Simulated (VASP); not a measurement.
Here is a VASP 6.6.1 calculation.

The input INCAR:

```
SYSTEM = Al4B3P
  PREC = Accurate
  ENCUT = 600
  EDIFF = 1E-6
  ISMEAR = 0
  SIGMA = 0.2
  LREAL = .False.
  LASPH = .True.
  NELM = 80
  ALGO = Normal
  ISIF = 3
  LWAVE = .False.
  LCHARG = .False.
  GGA = PE
  IBRION = 2
  NSW = 80
  EDIFFG = -0.025
```

Contents of KPOINTS:

```
Automatic mesh
0
Gamma
  6 6 2
  0 0 0
```

File POSCAR:

```
Al4B3P
1.0
    3.4451372251     -0.0094413707      0.0093518749
   -1.7307450794      3.0468566949      0.0348665697
    0.0256074201      0.1250261073      9.7200549517
Al B P
4 3 1
Direct
    0.6891185898      0.3641180597      0.3320370609
    0.6752665594      0.3358419769      0.8679597492
    0.3337671941      0.6806220413      0.6521454295
    0.3332739081      0.6494009945      0.1249332405
   -0.0102853428     -0.0020011670      0.0029270453
    0.9996528550     -0.0070795930      0.8293965575
   -0.0075163985      0.9846367677      0.1862574606
    0.9867226349     -0.0055390800      0.5043434565
```

Potentials or basis: VASP PAW PBE potentials, release 64 (Al, B, P).

Run with:

```sh
$ cat potpaw_PBE.64/Al/POTCAR potpaw_PBE.64/B/POTCAR potpaw_PBE.64/P/POTCAR > POTCAR
$ mpirun -np 1 vasp_std > vasp.out
```

Q: Estimate the band gap on the k mesh.

A: Zero (bands 13 and 14 overlap by 2.50 eV).

Q: Estimate the space group after relaxing (to 0.1 Å).

A: R-3m (No. 166).

Q: Predict the relaxed cell.

A: a = 3.506 Å, b = 3.513 Å, c = 9.546 Å, α = 89.99°, β = 79.30°, γ = 120.09°.

Final structure:
```xyz
8
Lattice="3.4899 -0.0185 0.3366 -1.7527 3.0450 -0.0069 0.8680 0.5222 9.4920" Properties=species:S:1:pos:R:3 pbc="T T T"
Al    1.5501    0.6451    3.3571
Al    2.8293    1.3996    8.5561
Al    1.2727    2.5132    6.4654
Al   -0.0027    1.7754    1.2677
B    -0.7736    3.3827    9.4856
B     1.1424    0.4278    7.7362
B     1.6841    2.7475    2.0860
P     3.1524    1.5643    5.0787
```
